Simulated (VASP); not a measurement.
Te: single point with PBE-based screened hybrid

The system is Te.

```
Te
1.0
     4.45400    0.00000    0.00000
    -2.22700    3.85728    0.00000
     0.00000    0.00000    5.92400
Te
3
Direct
  0.73100 0.73100 0.00000
  0.00000 0.26900 0.66667
  0.26900 0.00000 0.33333
```

```
Program             : VASP 6.6.1
Task                : single point
Functional          : PBE-based screened hybrid
Potentials or basis : VASP PAW PBE potentials, release 64 (Te)
Cutoff              : 520 eV
k mesh              : 4 × 4 × 3
Occupations         : fermi-dirac, width 0.05 eV
Spin                : no spin polarisation
```

* Pressure: 0.3 GPa
* Largest force: 0.130 eV/Å
* Band gap on the k mesh: 1.06 eV, indirect (least direct gap 1.27 eV)

Forces on the atoms (eV/Å):
```
Te   0.065  0.113  0.000
Te   0.065 -0.113  0.000
Te  -0.130  0.000  0.000
```

Stress tensor (GPa, compression positive):
```
 0.48  0.00  0.00
 0.00  0.48  0.00
 0.00  0.00 -0.20
```

Levels at points of the mesh, in eV from the valence-band top:
| k point | band 6 | band 7 | band 8 | band 9 | band 10 | band 11 | band 12 | band 13 |
| --- | --- | --- | --- | --- | --- | --- | --- | --- |
| (0.00, 0.00, 0.00) | -2.59 | -1.52 | -1.52 | -0.65 | 1.57 | 1.57 | 2.23 | 5.62 |
| (0.50, 0.00, 0.00) | -3.55 | -3.47 | -0.80 | -0.60 | 1.39 | 1.46 | 3.53 | 4.45 |

Wall time 14 min on 1 thread of Intel(R) Xeon(R) Platinum 8488C (Sapphire Rapids), on a shared host, peak memory 0.34 GiB.

Caveat: the PAW data sets were made with another functional, which shifts forces and pressure a little; spin-orbit coupling is left out, which moves the levels of the heavy elements. A k mesh can miss the band edges.
